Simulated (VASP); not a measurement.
MgO (x), 2 atoms in the cell. The structure is cubic, space group Fm-3m (No. 225). The conventional cell has a = 4.212 Å, b = 4.212 Å, c = 4.212 Å, α = 90.00°, β = 90.00°, γ = 90.00°. Within 2.8 Å of Mg (site symmetry m-3m) lie 6 O at 2.11 Å. Within 2.8 Å of O (site symmetry m-3m) lie 6 Mg at 2.11 Å. 

| Quantity | Value |
| --- | --- |
| Program | VASP 6.6.1 |
| Task | single point |
| Functional | PBEsol |
| Potentials or basis | VASP PAW PBE potentials, release 64 (Mg, O) |
| Cutoff | 600 eV |
| k mesh | 8 × 8 × 8 |
| Occupations | gaussian, width 0.01 eV |
| Spin | no spin polarisation |
| Dipole correction | no |
| Further INCAR settings | ALGO = Normal; EDIFF = 1e-06; NBANDS = 11 |

Potentials or basis: VASP PAW PBE potentials, release 64 (Mg, O).

The run is started by

```console
$ cat potpaw_PBE.64/Mg/POTCAR potpaw_PBE.64/O/POTCAR > POTCAR
$ mpirun -np 1 vasp_std > vasp.out
```

Hardware: 1 thread of AMD EPYC 7R13 Processor (Zen 3) (shared host).

**Question.** How long does it take, and how much memory?

**Answer.** Wall time 5.4 s on 1 thread of AMD EPYC 7R13 Processor (Zen 3), with other jobs on the host, peak memory 0.11 GiB. Counts: scf iterations 12, k points 29.
